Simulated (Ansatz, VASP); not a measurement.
# Sb in VASP and in Ansatz

```
CELL_PARAMETERS angstrom
2.17117 1.25353 3.86644
-2.17117 1.25353 3.86644
0.00000 -2.50705 3.86644
ATOMIC_POSITIONS crystal
Sb 0.26859 0.26859 0.26859
Sb 0.73141 0.73141 0.73141
```

Alike in both runs: functional r2SCAN; k mesh 12 × 12 × 12; occupations gaussian, width 0.1 eV; no spin polarisation.

Ansatz relaxed the structure, and its values are those at the end. VASP's run is a single point on that final structure, the one shown.

|  | VASP | Ansatz |
| --- | --- | --- |
| version | VASP 6.6.1 | Ansatz 0.2.0 |
| potentials or method | VASP PAW PBE potentials, release 64 (Sb), cutoff 520 eV | scalar-relativistic, plane waves, PAW |
| valence electrons in the cell | 10 | 30 |

Ansatz gave:

| Quantity | Value |
| --- | --- |
| gap on the k mesh at the Fermi level (eV) | none |
| pressure (GPa) | 0.0 |
| rms of the force components (eV/Å) | 0.001 |

Q: Estimate VASP's values.

A: gap on the k mesh at the Fermi level (eV): none; pressure (GPa): 0.1; rms of the force components (eV/Å): 0.032.

VASP's potentials were made for PBE, not for r2SCAN. A gap of «none» marks a metal or a gap that the smearing closes. The functional is the same, so the differences come from potentials, cutoffs and numerics. VASP's potentials hold 10 valence electrons a cell and Ansatz's 30, so a difference there can come from the potentials and not from the codes.

Spin-orbit coupling is off throughout.
